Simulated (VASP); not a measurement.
Here is a VASP 6.6.1 calculation.

The input INCAR:

```
PREC = Accurate
ENCUT = 520
EDIFF = 1E-6
ISMEAR = 0
SIGMA = 0.15
LREAL = False
LASPH = True
NELM = 60
ALGO = Fast
ISIF = 2
LWAVE = False
LCHARG = False
GGA = PS
NBANDS = 18
```

KPOINTS

```
regular mesh
0
Gamma
  18 18 14
```

The input POSCAR:

```
CuAu
1.0
    2.8000000000      0.0000000000      0.0000000000
    0.0000000000      2.8000000000      0.0000000000
    0.0000000000      0.0000000000      3.5599000000
Cu Au
1 1
Direct
    0.5000000000      0.5000000000      0.5000000000
    0.0000000000      0.0000000000      0.0000000000
```

Potentials or basis: VASP PAW PBE potentials, release 64 (Cu, Au).

Command:

```bash
$ cat potpaw_PBE.64/Cu/POTCAR potpaw_PBE.64/Au/POTCAR > POTCAR
$ mpirun -np 1 vasp_std > vasp.out
```

Question: Predict the band gap on the k mesh.

Answer: Zero (bands 11 and 12 overlap by 7.47 eV).

Question: Predict the pressure.

Answer: 3.4 GPa.

Stress tensor (GPa, compression positive):
```
3.48 0.00 0.00
0.00 3.48 0.00
0.00 0.00 3.39
```

Caveat: the cell differs from its parent crystal (strain +0.000 along x and y, -0.030 along z); the cell stands under pressure; the PAW data sets were made with another functional, which shifts forces and pressure a little; spin-orbit coupling is left out, which moves the levels of the heavy elements.
